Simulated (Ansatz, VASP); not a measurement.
**NaGeF3 in VASP and in Ansatz**

File POSCAR:

```
NaGeF3
1.0
    4.1737373760      0.0000000000      0.0000000000
    0.0000000000      4.3476431000      0.0000000000
    0.0000000000      0.0000000000      4.3476431000
Na Ge F
1 1 3
Direct
    0.0000000000      0.0000000000      0.0000000000
    0.5000000000      0.5000000000      0.5000000000
    0.5000000000      0.5000000000      0.0000000000
    0.5000000000      0.0000000000      0.5000000000
    0.0000000000      0.5000000000      0.5000000000
```

INCAR.step1

```
SYSTEM = NaGeF3
PREC     = Accurate       ! precision mode
ENCUT    = 520            ! plane-wave cutoff, eV
ISMEAR   = 0              ! smearing method
SIGMA    = 0.01           ! smearing width, eV
LREAL    = .FALSE.        ! projectors in reciprocal space
LASPH    = .TRUE.         ! aspherical terms in the spheres
NELM     = 60             ! most SCF steps
NBANDS   = 29             ! bands
GGA      = PE             ! functional
ALGO     = Normal         ! electronic algorithm
EDIFF    = 1E-4           ! SCF threshold, eV
LWAVE    = .TRUE.         ! write WAVECAR
LCHARG   = .FALSE.        ! write CHGCAR
```

Contents of INCAR.step2:

```
SYSTEM = NaGeF3
PREC     = Accurate       ! precision mode
ENCUT    = 520            ! plane-wave cutoff, eV
EDIFF    = 1E-7           ! SCF threshold, eV
ISMEAR   = 0              ! smearing method
SIGMA    = 0.01           ! smearing width, eV
LREAL    = .FALSE.        ! projectors in reciprocal space
LASPH    = .TRUE.         ! aspherical terms in the spheres
NELM     = 60             ! most SCF steps
ALGO     = Normal         ! electronic algorithm
ISIF     = 2              ! what is computed and relaxed
LWAVE    = .FALSE.        ! write WAVECAR
LCHARG   = .FALSE.        ! write CHGCAR
METAGGA  = R2SCAN         ! meta-GGA
LMIXTAU  = .TRUE.       
NBANDS   = 29             ! bands
ISTART   = 1
```

KPOINTS

```
regular mesh
0
G
  6 6 6
  0 0 0
```

Input for Ansatz:

```yaml
crystal:
  lattice:
    - [4.173737376, 0.0, 0.0]
    - [0.0, 4.3476431, 0.0]
    - [0.0, 0.0, 4.3476431]
  atoms:
    - { symbol: Na, position: [0.0, 0.0, 0.0] }
    - { symbol: Ge, position: [0.5, 0.5, 0.5] }
    - { symbol: F, position: [0.5, 0.5, 0.0] }
    - { symbol: F, position: [0.5, 0.0, 0.5] }
    - { symbol: F, position: [0.0, 0.5, 0.5] }
kpoints:
  mp_grid: { grid: [6, 6, 6] }
  band_path:
    path: [[0.0, 0.0, 0.0], [0.0, 0.5, 0.0], [0.5, 0.5, 0.0], [0.5, 0.5, 0.5]]
    npoints: 1
hamiltonian:
  xc: r2scan
scf:
  occupations: { method: fixed }
  n_extra_bands: 5
output:
  forces: true
  stress: true
  eigenvalues: true
```

Change from the starting cell: uniaxial_x strain -4.0%.

Alike in both runs: task single point; functional r2SCAN; k mesh 6 × 6 × 6; no spin polarisation.

```csv
,VASP,Ansatz
version,VASP 6.6.1,Ansatz 0.2.0
potentials or method,"VASP PAW PBE potentials, release 64 (Na_pv, Ge_d, F)","plane waves, PAW"
plane-wave cutoff (eV),520,500
occupations,"gaussian, width 0.01 eV",fixed
valence electrons in the cell,42,44
```

|  | VASP | Ansatz | Ansatz less VASP |
| --- | --- | --- | --- |
| gap on the k mesh at the Fermi level (eV) | 1.34 | 1.32 | -0.020 |
| pressure (GPa) | 2.5 | 2.7 | +0.24 |
| traceless stress, the component that is largest in VASP (GPa) | 2.71 | 2.62 | -0.089 |

VASP's potentials were made for PBE, not for r2SCAN. VASP's potentials hold 42 valence electrons a cell and Ansatz's 44, so a difference there can come from the potentials and not from the codes.
